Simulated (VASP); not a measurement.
Here is a VASP 6.6.1 calculation.

Contents of INCAR:

```
SYSTEM = MgO
ALGO = Normal
EDIFF = 1E-6
ENCUT = 520
GGA = PE
ISIF = 2
ISMEAR = 0
LASPH = .True.
LCHARG = .True.
LELF = .True.
LREAL = .False.
LVHAR = .True.
LWAVE = .False.
NBANDS = 16
NELM = 80
PREC = Accurate
SIGMA = 0.05
```

The input KPOINTS:

```
k-points
0
Gamma
  9 9 6
  0 0 0
```

The input POSCAR:

```
MgO
1.0
    3.5917000000      0.0000000000      0.0000000000
   -1.7958500000      3.1105034428      0.0000000000
    0.0000000000      0.0000000000      4.1970000000
Mg O
2 2
Direct
    0.6666666667      0.3333333333      0.7500000000
    0.3333333333      0.6666666667      0.2500000000
    0.6666666667      0.3333333333      0.2500000000
    0.3333333333      0.6666666667      0.7500000000
```

Potentials or basis: VASP PAW PBE potentials, release 64 (Mg, O).

The run is started by

```sh
$ cat potpaw_PBE.64/Mg/POTCAR potpaw_PBE.64/O/POTCAR > POTCAR
$ mpirun -np 1 vasp_std > vasp.out
```

What does it give for the pressure?

-3.7 GPa.

Estimate the band gap on the k mesh.

3.16 eV, direct.

Stress tensor (GPa, compression positive):
```
-4.95  0.00  0.00
 0.00 -4.95  0.00
 0.00  0.00 -1.22
```
